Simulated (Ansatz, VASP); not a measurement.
**One calculation of Sb, two programs**

INCAR

```
PREC = Accurate
ENCUT = 520
EDIFF = 1E-6
ISMEAR = -1
SIGMA = 0.05
LREAL = False
LASPH = True
NELM = 80
ALGO = Normal
ISIF = 2
LWAVE = False
LCHARG = False
GGA = PS
NBANDS = 12
```

Contents of KPOINTS:

```
Automatic mesh
0
Gamma
  9 9 9
```

File POSCAR:

```
Sb
1.0
    2.2253850772      1.3300686856      3.7948837502
   -2.0758155868      1.2655506756      3.7303657402
    0.0189105096     -2.4271393611      3.7067505096
Sb
2
Direct
    0.2336400000      0.2336400000      0.2336400000
    0.7663600000      0.7663600000      0.7663600000
```

Input for Ansatz:

```yaml
crystal:
  lattice:
    - [2.2253850772, 1.3300686856, 3.7948837502]
    - [-2.0758155868, 1.2655506756, 3.7303657402]
    - [0.0189105096, -2.4271393611, 3.7067505096]
  atoms:
    - { symbol: Sb, position: [0.23364, 0.23364, 0.23364] }
    - { symbol: Sb, position: [0.76636, 0.76636, 0.76636] }
kpoints:
  mp_grid: { grid: [9, 9, 9] }
  band_path:
    path:
      - [0.0, 0.0, 0.0]
      - [-0.5, -0.5, -0.5]
      - [0.5, 0.0, 0.0]
      - [0.0, 0.0, 0.0]
      - [0.0, 0.0, 0.5]
      - [0.0, -0.5, 0.0]
      - [0.0, 0.0, 0.0]
      - [0.5, 0.0, 0.5]
      - [-0.5, -0.5, 0.0]
    npoints: 5
scf:
  occupations: { method: fermi_dirac, width: 0.05 }
hamiltonian:
  xc: pbesol
  pseudopotentials: { kind: all_electron, lapw: { basis_error: 0.0005 } }
output:
  forces: true
  stress: true
  eigenvalues: true
```

Change from the starting cell: equal xy, yz and zx shear strains of +3 %.

Alike in both runs: task single point; functional PBEsol; k mesh 9 × 9 × 9; occupations fermi-dirac, width 0.05 eV; no spin polarisation.

|  | VASP | Ansatz |
| --- | --- | --- |
| version | VASP 6.6.1 | Ansatz 0.2.0 |
| potentials or method | VASP PAW PBE potentials, release 64 (Sb), cutoff 520 eV | all-electron LAPW, scalar-relativistic |

|  | VASP | Ansatz | Ansatz less VASP |
| --- | --- | --- | --- |
| pressure (GPa) | 0.7 | 0.5 | -0.19 |
| traceless stress, the component that is largest in VASP (GPa) | -1.73 | -1.71 | +0.013 |
| rms of the force components (eV/Å) | 0.152 | 0.126 | -0.0263 |

VASP's potentials were made for PBE, not for PBEsol. Atom by atom the forces differ by 0.033 eV/Å (rms over components). Ansatz ran all-electron here, and VASP with PAW potentials.

Neither program's run includes spin-orbit coupling.
